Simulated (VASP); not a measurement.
# TiPd3 (Pm-3m) in VASP: notebook

The runs below take TiPd3 through single point, with LDA.

All numbers are computed with VASP 6.6.1; they aren't measurements. Logs are shortened: lines on timing, memory, paths and dates and some standing lists are left out, and cuts for length are marked.

## (1) The cell of the first run

Symmetry: Pm-3m, No. 221, cubic system. Conventional cell: a = 3.794 Å, b = 3.794 Å, c = 3.794 Å, α = 90.00°, β = 90.00°, γ = 90.00°. Within 3.5 Å of Ti (site symmetry m-3m) lie 12 Pd at 2.68 Å. Within 3.5 Å of Pd (site symmetry 4/mmm) lie 4 Ti at 2.68 Å and 8 Pd at 2.68 Å.

## (2) Single point, LDA (13.66 Å³/atom)

INCAR

```
PREC     = Accurate       # precision mode
ENCUT    = 520            # plane-wave cutoff, eV
EDIFF    = 1E-6           # SCF threshold, eV
ISMEAR   = -1             # smearing method
SIGMA    = 0.05           # smearing width, eV
LREAL    = F              # projectors in reciprocal space
LASPH    = T              # aspherical terms in the spheres
NELM     = 60             # most SCF steps
ALGO     = Normal         # electronic algorithm
ISIF     = 2              # what is computed and relaxed
LWAVE    = F              # write WAVECAR
LCHARG   = F              # write CHGCAR
NBANDS   = 29             # bands
```

KPOINTS

```
Automatic mesh
0
Gamma
  11 11 11
```

POSCAR

```
TiPd3
1.0
    3.7943616436      0.0000000000      0.0000000000
    0.0000000000      3.7943616436      0.0000000000
    0.0000000000      0.0000000000      3.7943616436
Ti Pd
1 3
Direct
    0.0000000000      0.0000000000      0.0000000000
    0.0000000000      0.5000000000      0.5000000000
    0.5000000000      0.0000000000      0.5000000000
    0.5000000000      0.5000000000      0.0000000000
```

Potentials or basis: VASP PAW LDA potentials, release 64 (Ti_sv, Pd).

Launch:

```
> cat potpaw_LDA.64/Ti_sv/POTCAR potpaw_LDA.64/Pd/POTCAR > POTCAR
> mpirun -np 1 vasp_std > vasp.out
```

OUTCAR:

```text
PREC = Accurate
   ENCUT = 520
   EDIFF = 1E-6
   ISMEAR = -1
   LREAL = F
   LASPH = T
   NELM = 60
   ISIF = 2

 ion  position               nearest neighbor table
   1  0.000  0.000  0.000-   2 2.68   3 2.68   4 2.68   2 2.68   3 2.68   2 2.68   4 2.68   2 2.68
                             3 2.68   4 2.68   3 2.68   4 2.68
   2  0.000  0.500  0.500-   1 2.68   3 2.68   4 2.68   1 2.68   4 2.68   1 2.68   3 2.68   1 2.68
                             3 2.68   4 2.68   4 2.68   3 2.68
   3  0.500  0.000  0.500-   1 2.68   2 2.68   4 2.68   1 2.68   4 2.68   2 2.68   4 2.68   4 2.68
                             1 2.68   2 2.68   1 2.68   2 2.68
   4  0.500  0.500  0.000-   1 2.68   2 2.68   3 2.68   2 2.68   3 2.68   1 2.68   3 2.68   3 2.68
                             1 2.68   2 2.68   2 2.68   1 2.68

  LATTYP: Found a simple cubic cell.
 ALAT       =     3.7943616436

  Lattice vectors:

 A1 = (   3.7943616436,   0.0000000000,   0.0000000000)
 A2 = (   0.0000000000,   3.7943616436,   0.0000000000)
 A3 = (   0.0000000000,   0.0000000000,   3.7943616436)

Analysis of symmetry for initial positions (statically):
=====================================================================
 Subroutine PRICEL returns:
 Original cell was already a primitive cell.

 Routine SETGRP: Setting up the symmetry group for a
 simple cubic supercell.

 Subroutine GETGRP returns: Found 48 space group operations
 (whereof 48 operations were pure point group operations)
 out of a pool of 48 trial point group operations.

The static configuration has the point symmetry O_h .

Analysis of symmetry for dynamics (positions and initial velocities):
=====================================================================
 Subroutine PRICEL returns:
 Original cell was already a primitive cell.

 Routine SETGRP: Setting up the symmetry group for a
 simple cubic supercell.

 Subroutine GETGRP returns: Found 48 space group operations
 (whereof 48 operations were pure point group operations)
 out of a pool of 48 trial point group operations.

The dynamic configuration has the point symmetry O_h .

 Subroutine INISYM returns: Found 48 space group operations
 (whereof 48 operations are pure point group operations),
 and found     1 'primitive' translations

----------------------------------------------------------------------------------------

                                     Primitive cell

  volume of cell :      54.6281

  direct lattice vectors                    reciprocal lattice vectors
     3.794361644  0.000000000  0.000000000     0.263548943  0.000000000  0.000000000
     0.000000000  3.794361644  0.000000000     0.000000000  0.263548943  0.000000000
     0.000000000  0.000000000  3.794361644     0.000000000  0.000000000  0.263548943

  length of vectors
     3.794361644  3.794361644  3.794361644     0.263548943  0.263548943  0.263548943

  position of ions in fractional coordinates (direct lattice)
     0.000000000  0.000000000  0.000000000
     0.000000000  0.500000000  0.500000000
     0.500000000  0.000000000  0.500000000
     0.500000000  0.500000000  0.000000000

  ion indices of the primitive-cell ions
   primitive index   ion index
                 1           1
                 2           2
                 3           3
                 4           4

----------------------------------------------------------------------------------------

 KPOINTS: Automatic mesh

Automatic generation of k-mesh.
 Grid dimensions read from file:
 generate k-points for:   11   11   11

 Generating k-lattice:

  Cartesian coordinates                     Fractional coordinates (reciprocal lattice)
     0.023958995  0.000000000  0.000000000     0.090909091  0.000000000  0.000000000
     0.000000000  0.023958995  0.000000000     0.000000000  0.090909091  0.000000000
     0.000000000  0.000000000  0.023958995     0.000000000  0.000000000  0.090909091

  Length of vectors
     0.023958995  0.023958995  0.023958995

  Shift w.r.t. Gamma in fractional coordinates (k-lattice)
     0.000000000  0.000000000  0.000000000

 Subroutine IBZKPT returns following result:
 ===========================================

 Found     56 irreducible k-points:

 Following reciprocal coordinates:
            Coordinates               Weight
  0.000000  0.000000  0.000000      1.000000
  0.090909  0.000000  0.000000      6.000000
  0.181818  0.000000  0.000000      6.000000
  0.272727  0.000000  0.000000      6.000000
  0.363636  0.000000  0.000000      6.000000
  0.454545  0.000000  0.000000      6.000000
[... 16 lines left out ...]
  0.181818  0.090909  0.090909     24.000000
  0.272727  0.090909  0.090909     24.000000
 [... further k-points ...]
   k-points           NKPTS =     56   k-points in BZ     NKDIM =     56   number of bands    NBANDS=     29
   number of dos      NEDOS =    301   number of ions     NIONS =      4
   total plane-waves  NPLWV =  21952
   dimension x,y,z NGX =    28 NGY =   28 NGZ =   28
   dimension x,y,z NGXF=    56 NGYF=   56 NGZF=   56
   ions per type =               1   3
   NGX,Y,Z   is equivalent  to a cutoff of  12.27, 12.27, 12.27 a.u.
   NGXF,Y,Z  is equivalent  to a cutoff of  24.54, 24.54, 24.54 a.u.
 SYSTEM =  unknown system
   PREC   = accura    normal or accurate (medium, high low for compatibility)
   ISTART =      0    job   : 0-new  1-cont  2-samecut
   ICHARG =      2    charge: 1-file 2-atom 10-const
   ISPIN  =      1    spin polarized calculation?
   LNONCOLLINEAR =      F non collinear calculations
   LSORBIT =      F    spin-orbit coupling
   LASPH  =      T    aspherical Exc in radial PAW
   ENCUT  =  520.0 eV  38.22 Ry    6.18 a.u.   7.05  7.05  7.05*2*pi/ulx,y,z
   NELM   =     60;   NELMIN=  2; NELMDL= -5     # of ELM steps
   EDIFF  = 0.1E-05   stopping-criterion for ELM
   LREAL  =      F    real-space projection
   EDIFFG = 0.1E-04   stopping-criterion for IOM
   NSW    =      0    number of steps for IOM
   IBRION =     -1    ionic relax: 0-MD 1-quasi-New 2-CG
   NFREE  =      0    steps in history (QN), initial steepest desc. (CG)
   ISIF   =      2    stress and relaxation
   ISYM   =      2    0-nonsym 1-usesym 2-fastsym
   POTIM  = 0.5000    time-step for ionic-motion
   TEBEG  =    0.0;   TEEND  =   0.0 temperature during run
   PSTRESS=    0.0 pullay stress
   NELECT =      42.0000    total number of electrons
   NUPDOWN=      -1.0000    fix difference up-down
   EMIN   =  10.00;   EMAX   =-10.00  energy-range for DOS
   EFERMI =   0.00;   METHOD = LEGACY
   ISMEAR =    -1;   SIGMA  =   0.05  broadening in eV -4-tet -1-fermi 0-gaus
   EFERMI_NEDOS =   21; number of points for ismear=-14 and -15
   IALGO  =     38    algorithm
   IMIX   =      4    mixing-type and parameters
     AMIX     =   0.40;   BMIX     =  1.00
     AMIX_MAG =   1.60;   BMIX_MAG =  1.00
  volume/ion in A,a.u.               =      13.66        92.16
  Fermi-wavevector in a.u.,A,eV,Ry     =   1.499751  2.834119 30.602952  2.249254
  Thomas-Fermi vector in A             =   2.611340
   LORBIT       =      0    0 simple, 1 ext, 2 COOP (PROOUT), +10 PAW based schemes
   GGA     = CA    functional components
   LHFCALC =     F    Hartree Fock is set to
   AEXX    =    0.0000 exact exchange contribution
   IVDW    =     0    specifies the selected vdW correction
   LEPSILON=     F    determine dielectric tensor
   LRPA    =     F    only Hartree local field effects (RPA)
 non-spin polarized calculation
  energy-cutoff  :      520.00
  volume of cell :       54.63
 maximum number of plane-waves:      1484
   NGX = 15   NGY = 15   NGZ = 15

 number of electron      42.0000004 magnetization

 Free energy of the ion-electron system (eV)
  ---------------------------------------------------
  ext. energy  EPLUGINS =         0.00000000
  ---------------------------------------------------
  free energy    TOTEN  =       -30.77275025 eV

  energy without entropy =      -30.76140785  energy(sigma->0) =      -30.76707905

 E-fermi :  11.9381     XC(G=0): -13.7557

 val. band max:       11.9222807201   @ k =   0.4545   0.0909   0.0000
 cond. band min:      11.9763816118   @ k =   0.1818   0.0909   0.0909
 fundamental gap:      0.0541008917
 Fermi energy:        11.9380788710

 k-point     1 :       0.0000    0.0000    0.0000
  band No.  band energies     occupation
      1     -45.4736      2.00000
      2     -22.0867      2.00000
      3     -22.0867      2.00000
      4     -22.0867      2.00000
      5       3.4238      2.00000
      6       5.0148      2.00000
[... 21 lines left out ...]
     28      14.4331      0.00000
     29      22.5690      0.00000

 k-point     2 :       0.0909    0.0000    0.0000
  band No.  band energies     occupation
      1     -45.4734      2.00000
      2     -22.0896      2.00000
      3     -22.0871      2.00000
      4     -22.0871      2.00000
      5       3.5325      2.00000
      6       5.0806      2.00000
[... 21 lines left out ...]
     28      15.1442      0.00000
     29      22.5138      0.00000

 k-point     3 :       0.1818    0.0000    0.0000
  band No.  band energies     occupation
      1     -45.4728      2.00000
      2     -22.0974      2.00000
      3     -22.0883      2.00000
      4     -22.0883      2.00000
      5       3.8497      2.00000
      6       5.2685      2.00000
[... 21 lines left out ...]
     28      16.2441      0.00000
     29      22.3510      0.00000

 k-point     4 :       0.2727    0.0000    0.0000
  band No.  band energies     occupation
      1     -45.4720      2.00000
      2     -22.1077      2.00000
      3     -22.0898      2.00000
      4     -22.0898      2.00000
      5       4.3430      2.00000
      6       5.5455      2.00000
[... 21 lines left out ...]
     28      17.4562      0.00000
     29      22.1157      0.00000

 k-point     5 :       0.3636    0.0000    0.0000
  band No.  band energies     occupation
      1     -45.4713      2.00000
      2     -22.1171      2.00000
      3     -22.0913      2.00000
      4     -22.0913      2.00000
      5       4.9294      2.00000
      6       5.8378      2.00000
[... 21 lines left out ...]
     28      18.7115      0.00000
     29      21.8945      0.00000
[... 510 lines left out ...]
     28      15.5883      0.00000
     29      23.6421      0.00000

 k-point    22 :       0.0909    0.0909    0.0909
  band No.  band energies     occupation
      1     -45.4730      2.00000
      2     -22.0924      2.00000
      3     -22.0893      2.00000
      4     -22.0893      2.00000
      5       3.7435      2.00000
      6       5.2072      2.00000
[... 21 lines left out ...]
     28      15.4542      0.00000
     29      22.9868      0.00000

 k-point    23 :       0.1818    0.0909    0.0909
  band No.  band energies     occupation
      1     -45.4725      2.00000
      2     -22.0986      2.00000
      3     -22.0913      2.00000
      4     -22.0902      2.00000
      5       4.0474      2.00000
      6       5.3852      2.00000
[... 21 lines left out ...]
     28      16.2053      0.00000
     29      22.4214      0.00000

 k-point    24 :       0.2727    0.0909    0.0909
  band No.  band energies     occupation
      1     -45.4718      2.00000
      2     -22.1078      2.00000
      3     -22.0930      2.00000
      4     -22.0914      2.00000
      5       4.5196      2.00000
      6       5.6517      2.00000
[... 21 lines left out ...]
     28      17.2198      0.00000
     29      21.6430      0.00000

 [... further k-points ...]
[... 5 lines left out ...]
  --------------------------------------------------------------------------------------
  -------------------------------------------------------------------------------------
  Total        2.6694879      2.6694879      2.6694879      0.0000000     -0.0000000      0.0000000
  in kB       78.2928985     78.2928985     78.2928985      0.0000000     -0.0000000      0.0000000
  external PRESSURE =      78.2928985 kB  Pullay stress =       0.0000000 kB

 VOLUME and BASIS-vectors are now :
 -----------------------------------------------------------------------------
  energy-cutoff  :      520.00
  volume of cell :       54.63
      direct lattice vectors                 reciprocal lattice vectors
     3.794361644  0.000000000  0.000000000     0.263548943  0.000000000  0.000000000
     0.000000000  3.794361644  0.000000000     0.000000000  0.263548943  0.000000000
     0.000000000  0.000000000  3.794361644     0.000000000  0.000000000  0.263548943

 POSITION                                       TOTAL-FORCE (eV/Angst)
 -----------------------------------------------------------------------------------
      0.00000      0.00000      0.00000         0.000000      0.000000      0.000000
      0.00000      1.89718      1.89718         0.000000      0.000000      0.000000
      1.89718      0.00000      1.89718         0.000000      0.000000      0.000000
      1.89718      1.89718      0.00000         0.000000      0.000000      0.000000
 -----------------------------------------------------------------------------------
    total drift:                                0.000000      0.000000      0.000000

  FREE ENERGIE OF THE ION-ELECTRON SYSTEM (eV)
  ---------------------------------------------------
  free  energy   TOTEN  =       -30.7727502548 eV

  energy  without entropy=      -30.7614078544  energy(sigma->0) =      -30.76707905
```

Wall time 42 s (1 thread of AMD EPYC 9R45 (Zen 5), shared host); peak memory 0.16 GiB.

What came out:

```yaml
Free_energy: -30.7728 eV
Pressure: 7.8 GPa
Band_gap_on_the_k_mesh: zero (bands 21 and 22 overlap by 1.39 eV)
```

Caveat: the cell stands under pressure.

## (3) Single point, LDA (14.08 Å³/atom)

This run uses another cell than the first one, of 14.08 Å³/atom.

INCAR

```
ALGO = Normal
EDIFF = 1E-6
ENCUT = 520
ISIF = 2
ISMEAR = -1
LASPH = True
LCHARG = False
LREAL = False
LWAVE = False
NBANDS = 29
NELM = 80
PREC = Accurate
SIGMA = 0.05
```

KPOINTS

```
k-points
0
Gamma
  11 11 11
```

POSCAR

```
TiPd3
1.0
    3.8326911231      0.0000000000      0.0000000000
    0.0000000000      3.8326911231      0.0000000000
    0.0000000000      0.0000000000      3.8326911231
Ti Pd
1 3
Direct
    0.0000000000      0.0000000000      0.0000000000
    0.0000000000      0.5000000000      0.5000000000
    0.5000000000      0.0000000000      0.5000000000
    0.5000000000      0.5000000000      0.0000000000
```

Potentials or basis: VASP PAW LDA potentials, release 64 (Ti_sv, Pd).

Launch:

```
> cat potpaw_LDA.64/Ti_sv/POTCAR potpaw_LDA.64/Pd/POTCAR > POTCAR
> mpirun -np 1 vasp_std > vasp.out
```

Wall time 46 s (1 thread of AMD EPYC 9R45 (Zen 5), shared host); peak memory 0.17 GiB.

It converged, with:

```yaml
Free_energy: -30.8156 eV
Pressure: 0.4 GPa
Band_gap_on_the_k_mesh: zero (bands 21 and 22 overlap by 1.31 eV)
```

Levels at points of the mesh, in eV from the Fermi level:
```csv
k point,band 18,band 19,band 20,band 21,band 22,band 23,band 24,band 25
"(0.00, 0.00, 0.00)",-0.61,-0.61,-0.61,1.18,1.18,1.86,1.86,1.86
```

## (4) Single point, LDA (14.49 Å³/atom)

This run uses another cell than the first one, of 14.49 Å³/atom.

INCAR

```
PREC = Accurate ; ENCUT = 520
EDIFF = 1E-6 ; ISMEAR = -1
SIGMA = 0.05 ; LREAL = F
LASPH = T ; NELM = 100
ALGO = Normal ; ISIF = 2
LWAVE = F ; LCHARG = F
GGA = CA ; NBANDS = 29
```

KPOINTS

```
Automatic mesh
0
Gamma
  11 11 11
```

POSCAR

```
TiPd3
1.0
    3.8702689226      0.0000000000      0.0000000000
    0.0000000000      3.8702689226      0.0000000000
    0.0000000000      0.0000000000      3.8702689226
Ti Pd
1 3
Direct
    0.0000000000      0.0000000000      0.0000000000
    0.0000000000      0.5000000000      0.5000000000
    0.5000000000      0.0000000000      0.5000000000
    0.5000000000      0.5000000000      0.0000000000
```

Launch:

```
> cat potpaw_LDA.64/Ti_sv/POTCAR potpaw_LDA.64/Pd/POTCAR > POTCAR
> mpirun -np 1 vasp_std > vasp.out
```

Run time: 50 s. Hardware: 1 thread of AMD EPYC 9R45 (Zen 5), shared host; peak memory 0.17 GiB.

Results (log left out):

| Property | Result |
| --- | --- |
| Free energy | -30.7874 eV |
| Pressure | -5.8 GPa |
| Band gap on the k mesh | zero (bands 21 and 22 overlap by 1.24 eV) |

Levels at points of the mesh, in eV from the Fermi level:
```tsv
k point	band 19	band 20	band 21	band 22	band 23	band 24
(0.00, 0.00, 0.00)	-0.61	-0.61	1.12	1.12	1.78	1.78
```

Caveat: the cell stands under tension.

## (5) Summary

| cell | gap on the mesh (eV) | pressure (GPa) |
| --- | --- | --- |
| a = 3.794 Å, 4 atoms | none | 7.8 |
| a = 3.833 Å, 4 atoms | none | 0.4 |
| a = 3.870 Å, 4 atoms | none | -5.8 |

Alike in all rows: task single point; level LDA; potentials or basis VASP PAW LDA potentials, release 64 (Ti_sv, Pd); no spin polarisation; k mesh 11 × 11 × 11; cutoff (eV) 520; smearing fermi-dirac 0.05 eV.

Caveats: the cell stands under pressure (at least some runs); the cell stands under tension (at least some runs).

Total energies depend on the potentials used, so only differences within one code and one set of settings carry meaning.

The gap in the log of VASP goes by the Fermi energy; the results here count the filled bands.